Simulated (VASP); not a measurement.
ZnS, 12 atoms in the cell. It takes space group Pmn2_1 (No. 31, orthorhombic). Conventional cell: a = 3.811 Å, b = 11.682 Å, c = 5.389 Å, α = 90.00°, β = 90.00°, γ = 90.00°. Within 3.1 Å of Zn (site symmetry m) lie 4 S at 2.33 Å. Zn (site symmetry m) has 4 S at 2.33 Å within 3.1 Å. Zn (site symmetry m) has 4 S at 2.33 to 2.54 Å within 3.1 Å. S (site symmetry m) has 4 Zn at 2.33 Å within 3.1 Å. S (site symmetry m) has 4 Zn at 2.33 Å within 3.1 Å. S (site symmetry m) has 4 Zn at 2.33 to 2.54 Å within 3.1 Å.  This cell differs from its parent crystal: the distance across one plane changed.

* Program: VASP 6.6.1
* Task: single point
* Functional: r2SCAN
* Potentials or basis: VASP PAW PBE potentials, release 64 (Zn, S)
* Cutoff: 520 eV
* k mesh: 4 × 6 × 2
* Occupations: gaussian, width 0.05 eV
* Spin: no spin polarisation
* Dipole correction: no
* Further INCAR settings: ALGO = Normal; EDIFF = 1e-07; NBANDS = 66

Potentials or basis: VASP PAW PBE potentials, release 64 (Zn, S).

The run is started by

```sh
$ cat potpaw_PBE.64/Zn/POTCAR potpaw_PBE.64/S/POTCAR > POTCAR
$ cp INCAR.step1 INCAR
$ mpirun -np 1 vasp_std > vasp.out
$ cp INCAR.step2 INCAR
$ mpirun -np 1 vasp_std > vasp.out
```

Hardware: 1 thread of Intel Xeon 8259CL, with other jobs on the host.

**Question.** How long does it take, and how much memory?

**Answer.** It took 32 min on 1 thread of Intel Xeon 8259CL (shared host), peak memory 0.52 GiB. Counts: k points 24.
